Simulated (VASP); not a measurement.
Set up this calculation in VASP 6.6.1, as the native input.

```
Task                   : single point
Functional             : LDA
Potentials or basis    : VASP PAW LDA potentials, release 64 (Sn_d)
Cutoff                 : 520 eV
k mesh                 : 22 × 22 × 22
Occupations            : gaussian, width 0.15 eV
Spin                   : no spin polarisation
Dipole correction      : no
Further INCAR settings : ALGO = Fast; EDIFF = 1e-06; NBANDS = 13
```

The structure of Sn lies in POSCAR:

```
Sn
1.0
   -1.7751992964      1.8255885243      2.2119055679
    1.7751992964     -1.8255885243      2.2119055679
    1.7751992964      1.8255885243     -2.2119055679
Sn
1
Direct
    0.0000000000      0.0000000000      0.0000000000
```

This cell differs from its parent crystal: ratio of the length along z to the lengths across it x 0.92, volume and fractional coordinates fixed.

One way to write it, as run:

INCAR

```
SYSTEM = Sn
PREC     = Accurate       ! precision mode
ENCUT    = 520            ! plane-wave cutoff, eV
EDIFF    = 1E-6           ! SCF threshold, eV
ISMEAR   = 0              ! smearing method
SIGMA    = 0.15           ! smearing width, eV
LREAL    = .FALSE.        ! projectors in reciprocal space
LASPH    = .TRUE.         ! aspherical terms in the spheres
NELM     = 60             ! most SCF steps
ALGO     = Fast           ! electronic algorithm
ISIF     = 2              ! what is computed and relaxed
LWAVE    = .FALSE.        ! write WAVECAR
LCHARG   = .FALSE.        ! write CHGCAR
GGA      = CA             ! functional
NBANDS   = 13             ! bands
```

KPOINTS

```
regular mesh
0
G
  22 22 22
  0 0 0
```

Potentials or basis: VASP PAW LDA potentials, release 64 (Sn_d).

Launch:

```bash
$ cat potpaw_LDA.64/Sn_d/POTCAR > POTCAR
$ mpirun -np 1 vasp_std > vasp.out
```

It gave:

The pressure is -4.9 GPa and the band gap on the k mesh is zero (bands 7 and 8 overlap by 9.11 eV).

Caveat: the cell stands under tension; spin-orbit coupling is left out, which moves the levels of the heavy elements.

Wall time 17 min on 1 thread of Intel Xeon 8259CL, with other jobs on the host, peak memory 0.58 GiB.
